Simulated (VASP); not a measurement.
# P (a cell with a defect) in VASP: further runs

Runs on P (a cell with a defect). Level: PBE+D3(BJ). Tasks: single point.

Everything below comes from runs of VASP 6.6.1. Logs are shortened: lines on timing, memory, paths and dates and some standing lists are left out, and cuts for length are marked.

## (1) The cell of the first run

The cell holds a defect, 19 atoms: a = 7.222 Å, b = 7.222 Å, c = 7.222 Å, α = 96.38°, β = 116.39°, γ = 116.39°.

## (2) Single point, PBE+D3(BJ) (atoms taken out, then relaxed in part)

Contents of INCAR:

```
PREC     = Accurate       # precision mode
ENCUT    = 520            # plane-wave cutoff, eV
EDIFF    = 1E-7           # SCF threshold, eV
ISMEAR   = 0              # smearing method
SIGMA    = 0.1            # smearing width, eV
LREAL    = Auto         
LASPH    = True           # aspherical terms in the spheres
NELM     = 80             # most SCF steps
ALGO     = Normal         # electronic algorithm
ISIF     = 2              # what is computed and relaxed
LWAVE    = False          # write WAVECAR
LCHARG   = False          # write CHGCAR
GGA      = PE             # functional
IVDW     = 12             # dispersion correction
NBANDS   = 62             # bands
```

Contents of KPOINTS:

```
regular mesh
0
Gamma
  4 4 4
```

Contents of POSCAR:

```
P
1.0
    4.8145205310     -2.4072602655      4.8147372112
   -2.4072602655     -4.8145205310     -4.8147372112
    2.4072602655      4.8145205310     -4.8147372112
P
19
Direct
    0.2020853986      0.7977919653      0.4039143561
    0.2043998155      0.5609726416      0.1434271739
   -0.0043998155      0.7390273584      0.7565728261
   -0.0020853986      0.5022080347      0.4960856439
    0.0026166695      0.2477291981      0.2548874714
   -0.0020853986      0.0018289576     -0.0042934332
    0.8175454676      0.9565728261      0.3609726416
    0.7938776092      0.6960856439      0.0981710424
    0.6000000000      0.8943893730      0.6943893730
    0.6000000000      0.6500000000      0.4500000000
    0.6000000000      0.4056106270      0.2056106270
    0.4061223908      0.6039143561      0.8018289576
    0.3824545324      0.3434271739      0.5390273584
    0.4061223908      0.1042934332      0.3022080347
    0.2020853986      0.2981710424      0.9042934332
    0.1973833305      0.0522708019      0.6451125286
    0.8071582733      0.4548874714      0.8522708019
    0.7938776092      0.1957065668      0.5977919653
    0.3928417267     -0.1548874714      1.0477291981
```

Potentials or basis: VASP PAW PBE potentials, release 64 (P).

Run with:

```sh
$ cat potpaw_PBE.64/P/POTCAR > POTCAR
$ mpirun -np 1 vasp_std > vasp.out
```

OUTCAR:

```text
PREC = Accurate
   ENCUT = 520
   EDIFF = 1E-7
   ISMEAR = 0
   LREAL = Auto
   LASPH = True
   NELM = 80
   ISIF = 2
   GGA = PE
   IVDW = 12
 IVDW          = 12

 ion  position               nearest neighbor table
   1  0.202  0.798  0.404-   4 2.36   9 2.38   2 2.41  16 2.41  14 2.46   8 2.46
   2  0.204  0.561  0.143-  19 2.28  17 2.36   1 2.41  15 2.41  10 2.43   5 2.53
   3  0.996  0.739  0.757-  17 2.28  19 2.36   4 2.41   6 2.41  10 2.43  16 2.53
   4  0.998  0.502  0.496-   1 2.36  11 2.38   3 2.41   5 2.41  18 2.46  12 2.46
   5  0.003  0.248  0.255-  13 2.28   7 2.36   6 2.41   4 2.41   2 2.53
   6  0.998  0.002  0.996-  15 2.36   9 2.38   3 2.41   5 2.41   8 2.46  14 2.46
   7  0.818  0.957  0.361-  16 2.28   5 2.36  18 2.41   8 2.41  10 2.43  19 2.53
   8  0.794  0.696  0.098-  12 2.36  11 2.38   7 2.41  17 2.41   6 2.46   1 2.46
   9  0.600  0.894  0.694-  10 2.35   1 2.38   6 2.38  18 2.38  12 2.38
  10  0.600  0.650  0.450-   9 2.35  11 2.35  13 2.43   7 2.43   3 2.43   2 2.43
  11  0.600  0.406  0.206-  10 2.35   4 2.38  15 2.38   8 2.38  14 2.38
  12  0.406  0.604  0.802-   8 2.36   9 2.38  13 2.41  19 2.41  15 2.46   4 2.46
  13  0.382  0.343  0.539-   5 2.28  16 2.36  14 2.41  12 2.41  10 2.43  17 2.53
  14  0.406  0.104  0.302-  18 2.36  11 2.38  13 2.41  19 2.41   1 2.46   6 2.46
  15  0.202  0.298  0.904-   6 2.36  11 2.38   2 2.41  16 2.41  12 2.46  18 2.46
  16  0.197  0.052  0.645-   7 2.28  13 2.36  15 2.41   1 2.41   3 2.53
  17  0.807  0.455  0.852-   3 2.28   2 2.36   8 2.41  18 2.41  13 2.53
  18  0.794  0.196  0.598-  14 2.36   9 2.38   7 2.41  17 2.41   4 2.46  15 2.46
  19  0.393  0.845  0.048-   2 2.28   3 2.36  12 2.41  14 2.41   7 2.53

  LATTYP: Found a body centered tetragonal cell.
 ALAT       =     7.6124253598
 C/A-ratio  =     1.2649679921

  Lattice vectors:

 A1 = (   2.4072602655,   4.8145205310,   4.8147372112)
 A2 = (  -2.4072602655,  -4.8145205310,   4.8147372112)
 A3 = (   4.8145205310,  -2.4072602655,  -4.8147372112)

Analysis of symmetry for initial positions (statically):
=====================================================================
 Subroutine PRICEL returns:
 Original cell was already a primitive cell.

 Routine SETGRP: Setting up the symmetry group for a
 body centered tetragonal supercell.

 Subroutine GETGRP returns: Found  8 space group operations
 (whereof  1 operations were pure point group operations)
 out of a pool of 16 trial point group operations.

The static configuration has the point symmetry C_1 .
 The point group associated with its full space group is C_4h.

Analysis of symmetry for dynamics (positions and initial velocities):
=====================================================================
 Subroutine PRICEL returns:
 Original cell was already a primitive cell.

 Routine SETGRP: Setting up the symmetry group for a
[... 143 lines left out ...]
   EMIN   =  10.00;   EMAX   =-10.00  energy-range for DOS
   EFERMI =   0.00;   METHOD = LEGACY
   ISMEAR =     0;   SIGMA  =   0.10  broadening in eV -4-tet -1-fermi 0-gaus
   EFERMI_NEDOS =   21; number of points for ismear=-14 and -15
   IALGO  =     38    algorithm
   IMIX   =      4    mixing-type and parameters
     AMIX     =   0.40;   BMIX     =  1.00
     AMIX_MAG =   1.60;   BMIX_MAG =  1.00
  volume/ion in A,a.u.               =      14.68        99.10
  Fermi-wavevector in a.u.,A,eV,Ry     =   1.143167  2.160273 17.780523  1.306832
  Thomas-Fermi vector in A             =   2.279863
   LORBIT       =      0    0 simple, 1 ext, 2 COOP (PROOUT), +10 PAW based schemes
   GGA     = PE    functional components
   LHFCALC =     F    Hartree Fock is set to
   AEXX    =    0.0000 exact exchange contribution
   IVDW    =    12    specifies the selected vdW correction
   LEPSILON=     F    determine dielectric tensor
   LRPA    =     F    only Hartree local field effects (RPA)
 non-spin polarized calculation
 Gauss-broadening in eV      SIGMA  =   0.10
  energy-cutoff  :      520.00
  volume of cell :      279.01
 maximum number of plane-waves:      7526
 NGX is ok and might be reduce to    54
   NGX = 27   NGY = 27   NGZ = 27

 number of electron      95.0000001 magnetization

 Free energy of the ion-electron system (eV)
  ---------------------------------------------------
  ext. energy  EPLUGINS =         0.00000000
  ---------------------------------------------------
  free energy    TOTEN  =       -99.25722862 eV

  energy without entropy =      -99.23384855  energy(sigma->0) =      -99.24553859

 E-fermi :   9.4970     XC(G=0): -11.1758

 val. band max:        9.4923367617   @ k =   0.2500   0.2500  -0.0000
 cond. band min:       9.5486060323   @ k =   0.2500   0.2500   0.2500
 fundamental gap:      0.0562692706
 Fermi energy:         9.4970216038

 k-point     1 :       0.0000    0.0000    0.0000
  band No.  band energies     occupation
      1      -7.2322      2.00000
      2      -4.1229      2.00000
      3      -3.7191      2.00000
      4      -3.7191      2.00000
      5      -3.4893      2.00000
      6      -3.4558      2.00000
[... 857 lines left out ...]
     58      13.3051      0.00000
     59      13.3584      0.00000
 [bands above 59 left out]

------------------------ aborting loop because EDIFF is reached ----------------------------------------

 Edisp (eV)   -9.12033

 E8    (eV) :    -3.4443

  FORCE on cell =-STRESS in cart. coord.  units (eV):
  Direction    XX          YY          ZZ          XY          YZ          ZX
  --------------------------------------------------------------------------------------
  -------------------------------------------------------------------------------------
  Total      -1.65208    -1.65208     1.77968    -0.00000     0.00000    -0.00000
  in kB      -9.48686    -9.48686    10.21959    -0.00000     0.00000    -0.00000
  external pressure =       -2.92 kB  Pullay stress =        0.00 kB

 VOLUME and BASIS-vectors are now :
 -----------------------------------------------------------------------------
  energy-cutoff  :      520.00
  volume of cell :      279.01
      direct lattice vectors                 reciprocal lattice vectors
     4.814520531 -2.407260266  4.814737211     0.166164002 -0.083082001  0.000000000
    -2.407260266 -4.814520531 -4.814737211     0.041541001 -0.124623002 -0.103847828
     2.407260266  4.814520531 -4.814737211     0.124623002  0.041541001 -0.103847828

 POSITION                                       TOTAL-FORCE (eV/Angst)
 -----------------------------------------------------------------------------------
      0.02478     -2.38280     -4.81291         0.004594      0.008089      0.001402
     -0.02105     -2.50232     -2.40737        -0.005190     -0.021493      0.000000
      4.83557     -2.31220     -2.40737         0.005190      0.021493      0.000000
      4.78974     -2.43172     -0.00183        -0.004594     -0.008089     -0.001402
      0.02983      0.02816     -2.40737         0.024112      0.005887      0.000000
      7.19700      2.38280      0.00183        -0.004594     -0.008089      0.001402
[... 11 lines left out ...]
      4.79006      0.02478      0.00183        -0.008089      0.004594      0.001402
     -0.02816     -4.78469     -2.40737        -0.005887      0.024112     -0.000000
 -----------------------------------------------------------------------------------
    total drift:                                0.000001      0.000005     -0.000001

  FREE ENERGIE OF THE ION-ELECTRON SYSTEM (eV)
  ---------------------------------------------------
  free  energy   TOTEN  =      -108.3775540849 eV

  energy  without entropy=     -108.3541740140  energy(sigma->0) =     -108.36586405
```

OSZICAR:

```text
N       E                     dE             d eps       ncg     rms          rms(c)
DAV:   1     0.356112108315E+03    0.35611E+03   -0.41145E+04  1736   0.135E+03
DAV:   2    -0.672524280689E+02   -0.42336E+03   -0.40208E+03  2070   0.216E+02
DAV:   3    -0.985370194851E+02   -0.31285E+02   -0.29987E+02  2200   0.532E+01
DAV:   4    -0.993714486764E+02   -0.83443E+00   -0.82301E+00  2216   0.959E+00
DAV:   5    -0.993921052163E+02   -0.20657E-01   -0.20589E-01  2200   0.141E+00    0.218E+01
DAV:   6    -0.992699783831E+02    0.12213E+00   -0.19986E-01  2088   0.146E+00    0.131E+01
DAV:   7    -0.992585853808E+02    0.11393E-01   -0.21511E-01  2048   0.153E+00    0.515E-01
DAV:   8    -0.992565329073E+02    0.20525E-02   -0.30899E-02  2032   0.608E-01    0.466E-01
DAV:   9    -0.992568383046E+02   -0.30540E-03   -0.28290E-03  2216   0.168E-01    0.293E-01
DAV:  10    -0.992571413897E+02   -0.30309E-03   -0.36423E-04  2000   0.727E-02    0.804E-02
DAV:  11    -0.992572271130E+02   -0.85723E-04   -0.13790E-04  1968   0.444E-02    0.251E-02
DAV:  12    -0.992572280438E+02   -0.93078E-06   -0.13728E-05  2096   0.132E-02    0.220E-02
DAV:  13    -0.992572285776E+02   -0.53373E-06   -0.35959E-06  1960   0.723E-03    0.391E-03
DAV:  14    -0.992572286211E+02   -0.43579E-07   -0.63714E-07  2080   0.257E-03
   1 F= -.10837755E+03 E0= -.10836586E+03  d E =-.233801E-01
```

stdout:

```text
POSCAR found type information on POSCAR P
 POSCAR found :  1 types and      19 ions
 scaLAPACK will be used
 LDA part: xc-table for (Slater+PW92), standard interpolation
 POSCAR, INCAR and KPOINTS ok, starting setup
 FFT: planning ... GRIDC
 FFT: planning ... GRID_SOFT
 FFT: planning ... GRID
 WAVECAR not read
 entering main loop
```

It took 3.5 min on 1 thread of Intel Xeon 6975P-C (Granite Rapids), shared host; peak memory 0.43 GiB.

Results:

* Free energy: -108.3776 eV
* Pressure: -0.3 GPa
* Largest force: 0.025 eV/Å
* Band gap on the k mesh: zero (an odd number of electrons rules out a gap without spin polarisation)
* Dispersion energy per atom: -0.480 eV

Forces in eV/Å, atoms in the order of the input:
```
P    0.005  0.008  0.001
P   -0.005 -0.021  0.000
P    0.005  0.021  0.000
P   -0.005 -0.008 -0.001
P    0.024  0.006  0.000
P   -0.005 -0.008  0.001
P    0.021 -0.005  0.000
P   -0.008  0.005 -0.001
P    0.000  0.000  0.012
P    0.000  0.000  0.000
P    0.000  0.000 -0.012
P    0.008 -0.005  0.001
P   -0.021  0.005  0.000
P    0.008 -0.005 -0.001
P    0.005  0.008 -0.001
P   -0.024 -0.006  0.000
P    0.006 -0.024  0.000
P   -0.008  0.005  0.001
P   -0.006  0.024  0.000
```

Stress tensor (GPa, compression positive):
```
-0.95  0.00  0.00
 0.00 -0.95  0.00
 0.00  0.00  1.02
```

Levels at points of the mesh, in eV from the Fermi level:
```
           k point  band 44  band 45  band 46  band 47  band 48  band 49  band 50  band 51  band 52  band 53
(0.00, 0.00, 0.00)    -1.21    -1.09    -1.09    -0.58    -0.58    -0.46    -0.36    -0.36     1.60     1.73
(0.50, 0.00, 0.00)    -0.92    -0.89    -0.88    -0.16     0.19     0.23     0.25     0.92     1.00     1.16
(0.00, 0.50, 0.00)    -1.35    -0.99    -0.69    -0.07     0.20     0.41     0.86     0.96     1.12     2.11
(0.50, 0.50, 0.50)    -0.73    -0.17    -0.17     0.45     0.46     0.46     0.53     0.71     1.25     1.34
```

Caveat: the cell differs from its parent crystal (atoms taken out, then relaxed in part).

(Part 1 of 2 ends here.)

The gap in the log of VASP goes by the Fermi energy; the results here count the filled bands.